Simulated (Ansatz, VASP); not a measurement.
## Two plane-wave programs on MgO

```xyz
4
Lattice="3.1198 0.0000 0.0000 -1.5599 2.7018 0.0000 0.0000 0.0000 5.7835" Properties=species:S:1:pos:R:3 pbc="T T T"
Mg    0.0000    1.8012    0.0365
Mg    1.5599    0.9006    2.9283
O     0.0000    1.8012    2.3035
O     1.5599    0.9006    5.1952
```

Alike in both runs: task single point; functional PBE; k mesh 9 × 9 × 6; occupations gaussian, width 0.05 eV; no spin polarisation.

|  | VASP | Ansatz |
| --- | --- | --- |
| version | VASP 6.6.1 | Ansatz 0.2.0 |
| potentials or method | VASP PAW PBE potentials, release 64 (Mg, O), cutoff 520 eV | scalar-relativistic, plane waves, PAW |
| valence electrons in the cell | 16 | 32 |

Ansatz gave:

* gap on the k mesh at the Fermi level (eV): 3.37
* least direct gap on the mesh (eV): 3.37
* pressure (GPa): 6.3
* traceless stress, the component that is largest in VASP (GPa): -20.80
* rms of the force components (eV/Å): 0.508

Question: What did VASP give for the same quantities?

Answer: gap on the k mesh at the Fermi level (eV): 3.34; least direct gap on the mesh (eV): 3.34; pressure (GPa): 6.0; traceless stress, the component that is largest in VASP (GPa): -21.09; rms of the force components (eV/Å): 0.514.

Atom by atom the forces differ by 0.006 eV/Å (rms over components). VASP's potentials hold 16 valence electrons a cell and Ansatz's 32, so a difference there can come from the potentials and not from the codes.
